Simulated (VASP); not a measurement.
## KCd3: relaxation of cell and atoms with LDA

The system is KCd3.

```
K Cd
1.0
     0.00000    3.91074    3.91074
     3.91074    0.00000    3.91074
     3.91074    3.91074    0.00000
K Cd
1 3
Direct
  0.00000 0.00000 0.00000
  0.25000 0.25000 0.25000
  0.75000 0.75000 0.75000
  0.50000 0.50000 0.50000
```

```
Program                : VASP 6.6.1
Task                   : relaxation of cell and atoms
Functional             : LDA
Potentials or basis    : VASP PAW LDA potentials, release 64 (K_sv, Cd)
Cutoff                 : 600 eV
k mesh                 : 10 × 10 × 10
Occupations            : gaussian, width 0.02 eV
Spin                   : no spin polarisation
Dipole correction      : no
Further INCAR settings : ALGO = Normal; EDIFF = 1e-06; IBRION = 2; EDIFFG = -0.02; NSW = 80; ISIF = 3
```

```yaml
Relaxed_volume: 24.24 Å³/atom
Relaxed_cell: a = 5.157 Å, b = 5.157 Å, c = 5.157 Å, α = 60.00°, β = 60.00°, γ = 60.00°
Space_group_after_relaxing_to_0.05_Å: Fm-3m (No. 225)
Energy_gained_by_relaxing: 86.0 meV/atom
Ionic_steps: 5
Pressure_after_relaxing: 0.0 GPa
```

Step by step:
```tsv
step	energy change (eV)	largest force (eV/Å)	pressure (GPa)	volume (Å³)
1	0.0000	0.0000	-3.66	119.62
2	-0.2362	0.0000	-2.72	108.18
3	-0.3407	0.0000	-0.59	98.70
4	-0.3437	0.0000	0.17	96.45
5	-0.3440	0.0000	0.02	96.95
```

Final structure:
```
CELL_PARAMETERS angstrom
0.00000 3.64620 3.64620
3.64620 0.00000 3.64620
3.64620 3.64620 0.00000
ATOMIC_POSITIONS crystal
K 0.00000 0.00000 0.00000
Cd 0.25000 0.25000 0.25000
Cd 0.75000 0.75000 0.75000
Cd 0.50000 0.50000 0.50000
```

Levels at points of the mesh, in eV from the Fermi level:
| k point | band 20 | band 21 | band 22 | band 23 | band 24 | band 25 |
| --- | --- | --- | --- | --- | --- | --- |
| (0.00, 0.00, 0.00) | -7.14 | 0.55 | 1.08 | 1.08 | 1.08 | 2.78 |
| (0.50, 0.00, 0.00) | -4.78 | -4.49 | 0.42 | 0.42 | 0.59 | 2.91 |
| (0.50, 0.50, 0.00) | -3.98 | -3.91 | -1.82 | -0.53 | -0.53 | 2.52 |

It took 8 min on 1 thread of AMD EPYC 9R45 96-Core Processor (Zen 5), on a shared host, peak memory 0.34 GiB.

Caveat: the volume moved by over 15 % at a fixed basis, so the end points are rough.
